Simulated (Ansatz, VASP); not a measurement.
**One calculation of CF4, two programs**

```
CELL_PARAMETERS angstrom
8.99588 0.00000 0.00000
0.00000 8.99588 0.00000
0.00000 0.00000 8.99588
ATOMIC_POSITIONS crystal
C 0.87151 0.40899 0.83279
C 0.34405 0.31309 0.14490
C 0.86394 0.88058 0.46199
C 0.84737 0.50192 0.26736
C 0.64986 0.91540 0.94596
C 0.21161 0.11410 0.73651
C 0.23759 0.74326 0.06271
C 0.26619 0.63864 0.59859
F 0.99509 0.44094 0.90525
F 0.77396 0.34918 0.92454
F 0.81552 0.53171 0.77537
F 0.90166 0.31338 0.72543
F 0.40692 0.41041 0.23472
F 0.42193 0.30359 0.02103
F 0.34007 0.18183 0.20996
F 0.20748 0.35636 0.11389
F 0.89909 0.80245 0.58143
F 0.82591 0.01675 0.50141
F 0.97866 0.88694 0.37144
F 0.75046 0.81612 0.39334
F 0.94210 0.55978 0.36362
F 0.71756 0.48226 0.33241
F 0.83181 0.59302 0.15335
F 0.89861 0.37315 0.22014
F 0.64254 0.91547 0.09232
F 0.53628 0.84046 0.89109
F 0.64538 0.05337 0.89678
F 0.77482 0.85195 0.90330
F 0.16516 0.16400 0.86621
F 0.12784 0.99994 0.69520
F 0.20133 0.22097 0.63552
F 0.35168 0.07133 0.74897
F 0.32603 0.83322 0.13699
F 0.13807 0.68645 0.15426
F 0.16972 0.81848 0.95655
F 0.31641 0.63476 0.00288
F 0.34485 0.74189 0.66657
F 0.17093 0.57959 0.69345
F 0.19290 0.69852 0.48650
F 0.35587 0.53440 0.54788
```

Alike in both runs: functional LDA; k mesh 1 × 1 × 1; occupations fermi-dirac, width 0.02 eV; no spin polarisation.

Ansatz relaxed the structure, and its values are those at the end. VASP's run is a single point on that final structure, the one shown.

|  | VASP | Ansatz |
| --- | --- | --- |
| version | VASP 6.6.1 | Ansatz 0.2.0 |
| potentials or method | VASP PAW LDA potentials, release 64 (C, F), cutoff 520 eV | scalar-relativistic, plane waves, PAW |
| valence electrons in the cell | 256 | 256 |

Ansatz gave:

```
rms of the force components (eV/Å) : 0.069
```

Task: Which values does VASP return?

Result: rms of the force components (eV/Å): 0.259.

LDA's correlation is that of Perdew and Zunger in VASP and of Perdew and Wang (1992) in Ansatz. One of these differences is far larger than is usual between the two programs; its cause wasn't traced.
